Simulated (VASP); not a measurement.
Input of a VASP 6.6.1 run:

INCAR

```
SYSTEM = HfB2
ALGO = Normal ; EDIFF = 1E-6
ENCUT = 520 ; GGA = PS
ISIF = 2 ; ISMEAR = -1
LASPH = .True. ; LCHARG = .True.
LELF = .True. ; LREAL = .False.
LVHAR = .True. ; LWAVE = .False.
NBANDS = 15 ; NELM = 80
PREC = Accurate ; SIGMA = 0.05
```

The input KPOINTS:

```
k-points
0
Gamma
  13 13 11
  0 0 0
```

POSCAR

```
HfB2
1.0
    3.1400001005      0.0314000010      0.0314000010
   -1.5428068518      2.7036198544      0.0114931980
    0.0348000000      0.0348000000      3.4800000000
Hf B
1 2
Direct
    0.0000000000      0.0000000000      0.0000000000
    0.3333333333      0.6666666667      0.5000000000
    0.6666666667      0.3333333333      0.5000000000
```

Potentials or basis: VASP PAW PBE potentials, release 64 (Hf_pv, B).

The run is started by

```sh
$ cat potpaw_PBE.64/Hf_pv/POTCAR potpaw_PBE.64/B/POTCAR > POTCAR
$ mpirun -np 1 vasp_std > vasp.out
```

**Question.** What does it give for the band gap on the k mesh?

**Answer.** Zero (bands 8 and 9 overlap by 0.96 eV).

**Question.** Estimate the pressure.

**Answer.** -4.1 GPa.

Forces in eV/Å, atoms in the order of the input:
```
Hf   0.000  0.000  0.000
B    0.011  0.006 -0.006
B   -0.011 -0.006  0.006
```

Caveat: the cell differs from its parent crystal (equal xy, yz and zx shear strains of +2 %); the cell stands under tension; the PAW data sets were made with another functional, which shifts forces and pressure a little; spin-orbit coupling is left out, which moves the levels of the heavy elements.
